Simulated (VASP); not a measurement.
# ScPt (Pm-3m) in VASP: further runs, part 2 of 2

VASP 6.6.1.

**3. Electric field gradients, LDA (18.53 Å³/atom)**

This run uses another cell than the first one, of 18.53 Å³/atom.

Input file INCAR:

```
  ALGO = Normal
  EDIFF = 1E-8
  ENCUT = 520
  GGA = CA
  ISIF = 2
  ISMEAR = -1
  LASPH = True
  LCHARG = False
  LEFG = True
  LREAL = False
  LWAVE = False
  NBANDS = 18
  NELM = 80
  PREC = Accurate
  SIGMA = 0.05
```

Input file KPOINTS:

```
k-points
0
Gamma
  10 10 10
```

Input file POSCAR:

```
ScPt
1.0
    3.3341339293      0.0000000000      0.0000000000
    0.0000000000      3.3341339293      0.0000000000
    0.0000000000      0.0000000000      3.3341339293
Sc Pt
1 1
Direct
    0.5000000000      0.5000000000      0.5000000000
    0.0000000000      0.0000000000      0.0000000000
```

Potentials or basis: VASP PAW LDA potentials, release 64 (Sc_sv, Pt).

Command:

```bash
$ cat potpaw_LDA.64/Sc_sv/POTCAR potpaw_LDA.64/Pt/POTCAR > POTCAR
$ mpirun -np 1 vasp_std > vasp.out
```

OUTCAR:

```text
EDIFF = 1E-8
   ENCUT = 520
   GGA = CA
   ISIF = 2
   ISMEAR = -1
   LASPH = True
   LREAL = False
   NELM = 80
   PREC = Accurate

 ion  position               nearest neighbor table
   1  0.500  0.500  0.500-   2 2.89   2 2.89   2 2.89   2 2.89   2 2.89   2 2.89   2 2.89   2 2.89

   2  0.000  0.000  0.000-   1 2.89   1 2.89   1 2.89   1 2.89   1 2.89   1 2.89   1 2.89   1 2.89

  LATTYP: Found a simple cubic cell.
 ALAT       =     3.3341339293

  Lattice vectors:

 A1 = (   3.3341339293,   0.0000000000,   0.0000000000)
 A2 = (   0.0000000000,   3.3341339293,   0.0000000000)
 A3 = (   0.0000000000,   0.0000000000,   3.3341339293)

Analysis of symmetry for initial positions (statically):
=====================================================================
 Subroutine PRICEL returns:
 Original cell was already a primitive cell.

 Routine SETGRP: Setting up the symmetry group for a
 simple cubic supercell.

[... 693 lines left out ...]
      direct lattice vectors                 reciprocal lattice vectors
     3.334133929  0.000000000  0.000000000     0.299927964  0.000000000  0.000000000
     0.000000000  3.334133929  0.000000000     0.000000000  0.299927964  0.000000000
     0.000000000  0.000000000  3.334133929     0.000000000  0.000000000  0.299927964

 POSITION                                       TOTAL-FORCE (eV/Angst)
 -----------------------------------------------------------------------------------
      1.66707      1.66707      1.66707         0.000000      0.000000      0.000000
      0.00000      0.00000      0.00000         0.000000      0.000000      0.000000
 -----------------------------------------------------------------------------------
    total drift:                                0.000000      0.000000      0.000000

  FREE ENERGIE OF THE ION-ELECTRON SYSTEM (eV)
  ---------------------------------------------------
  free  energy   TOTEN  =       -16.5421531485 eV

  energy  without entropy=      -16.5274676405  energy(sigma->0) =      -16.53481039

 Electric field gradients (V/A^2)
---------------------------------------------------------------------
 ion       V_xx      V_yy      V_zz      V_xy      V_xz      V_yz
---------------------------------------------------------------------
   1       0.000     0.000     0.000    -0.000     0.000    -0.000
   2      -0.000    -0.000     0.000     0.000    -0.000    -0.000
---------------------------------------------------------------------

 Electric field gradients after diagonalization (V/A^2)
 (convention: |V_zz| > |V_xx| > |V_yy|)
----------------------------------------------------------------------
 ion       V_xx      V_yy      V_zz     asymmetry (V_yy - V_xx)/ V_zz
----------------------------------------------------------------------
   1       0.000     0.000     0.000      -0.368
   2      -0.000    -0.000     0.000       0.397
----------------------------------------------------------------------

           NMR quadrupolar parameters

 Cq : quadrupolar parameter    Cq=e*Q*V_zz/h
 eta: asymmetry parameters     (V_yy - V_xx)/ V_zz
 Q  : nuclear electric quadrupole moment in mb (millibarn)
----------------------------------------------------------------------
 ion       Cq(MHz)       eta       Q (mb)
----------------------------------------------------------------------
   1       0.000      -0.368       1.000
   2       0.000       0.397       1.000
----------------------------------------------------------------------
```

stdout:

```text
POSCAR found type information on POSCAR ScPt
 POSCAR found :  2 types and       2 ions
 scaLAPACK will be used
 LDA part: xc-table for (Slater(with rela. corr.)+CA(PZ))
 , standard interpolation
 POSCAR, INCAR and KPOINTS ok, starting setup
 FFT: planning ... GRIDC
 FFT: planning ... GRID_SOFT
 FFT: planning ... GRID
 WAVECAR not read
 entering main loop
ion   1

ion   2
```

Wall time 53 s (1 thread of AMD EPYC 7R13, shared host); peak memory 0.14 GiB.

What came out:

* Free energy: -16.5422 eV
* Pressure: -12.0 GPa
* Band gap on the k mesh: zero (an odd number of electrons rules out a gap without spin polarisation)
* Largest electric field gradient by atom: zero within the noise of the run

Caveat: the cell stands under tension; spin-orbit coupling is left out, which moves the levels of the heavy elements.

**4. Electric field gradients, LDA (18.53 Å³/atom)**

This run uses another cell than the first one, of 18.53 Å³/atom.

Input file INCAR:

```
SYSTEM = ScPt
PREC = Accurate
ENCUT = 520
EDIFF = 1E-8
ISMEAR = -1
SIGMA = 0.05
LREAL = .FALSE.
LASPH = .TRUE.
NELM = 60
ALGO = Normal
ISIF = 2
LWAVE = .FALSE.
LCHARG = .FALSE.
LEFG = .TRUE.
NBANDS = 18
```

Input file KPOINTS:

```
regular mesh
0
G
  10 10 10
  0 0 0
```

POSCAR is that of step 3.

Potentials or basis: VASP PAW LDA potentials, release 64 (Sc_sv, Pt).

Command:

```bash
$ cat potpaw_LDA.64/Sc_sv/POTCAR potpaw_LDA.64/Pt/POTCAR > POTCAR
$ mpirun -np 1 vasp_std > vasp.out
```

OUTCAR:

```text
SYSTEM = ScPt
   PREC = Accurate
   ENCUT = 520
   EDIFF = 1E-8
   ISMEAR = -1
   LREAL = .FALSE.
   LASPH = .TRUE.
   NELM = 60
   ISIF = 2

 ion  position               nearest neighbor table
   1  0.500  0.500  0.500-   2 2.89   2 2.89   2 2.89   2 2.89   2 2.89   2 2.89   2 2.89   2 2.89

   2  0.000  0.000  0.000-   1 2.89   1 2.89   1 2.89   1 2.89   1 2.89   1 2.89   1 2.89   1 2.89

  LATTYP: Found a simple cubic cell.
 ALAT       =     3.3341339293

  Lattice vectors:

 A1 = (   3.3341339293,   0.0000000000,   0.0000000000)
 A2 = (   0.0000000000,   3.3341339293,   0.0000000000)
[... 717 lines left out ...]
  free  energy   TOTEN  =       -16.5421531485 eV

  energy  without entropy=      -16.5274676405  energy(sigma->0) =      -16.53481039

 Electric field gradients (V/A^2)
---------------------------------------------------------------------
 ion       V_xx      V_yy      V_zz      V_xy      V_xz      V_yz
---------------------------------------------------------------------
   1       0.000     0.000     0.000    -0.000     0.000    -0.000
   2      -0.000    -0.000     0.000     0.000    -0.000    -0.000
---------------------------------------------------------------------

 Electric field gradients after diagonalization (V/A^2)
 (convention: |V_zz| > |V_xx| > |V_yy|)
----------------------------------------------------------------------
 ion       V_xx      V_yy      V_zz     asymmetry (V_yy - V_xx)/ V_zz
----------------------------------------------------------------------
   1       0.000     0.000     0.000      -0.368
   2      -0.000    -0.000     0.000       0.397
----------------------------------------------------------------------

           NMR quadrupolar parameters

 Cq : quadrupolar parameter    Cq=e*Q*V_zz/h
 eta: asymmetry parameters     (V_yy - V_xx)/ V_zz
 Q  : nuclear electric quadrupole moment in mb (millibarn)
----------------------------------------------------------------------
 ion       Cq(MHz)       eta       Q (mb)
----------------------------------------------------------------------
   1       0.000      -0.368       1.000
   2       0.000       0.397       1.000
----------------------------------------------------------------------
```

Wall time 53 s (1 thread of AMD EPYC 7R13, shared host); peak memory 0.14 GiB.

What came out:

* Free energy: -16.5422 eV
* Pressure: -12.0 GPa
* Band gap on the k mesh: zero (an odd number of electrons rules out a gap without spin polarisation)
* Largest electric field gradient by atom: zero within the noise of the run

Levels at points of the mesh, in eV from the Fermi level:
| k point | band 7 | band 8 | band 9 | band 10 | band 11 | band 12 | band 13 | band 14 |
| --- | --- | --- | --- | --- | --- | --- | --- | --- |
| (0.00, 0.00, 0.00) | -4.85 | -2.68 | -2.68 | -2.68 | 1.33 | 1.33 | 3.19 | 3.19 |
| (0.50, 0.00, 0.00) | -3.18 | -3.05 | -3.05 | -2.31 | -0.93 | -0.07 | 1.12 | 1.12 |
| (0.50, 0.50, 0.00) | -3.64 | -3.64 | -1.54 | -0.83 | 0.31 | 0.31 | 1.80 | 3.23 |
| (0.50, 0.50, 0.50) | -4.08 | -1.49 | -1.49 | -1.27 | -1.27 | -1.27 | 2.77 | 3.38 |

Caveat: the cell stands under tension; spin-orbit coupling is left out, which moves the levels of the heavy elements.
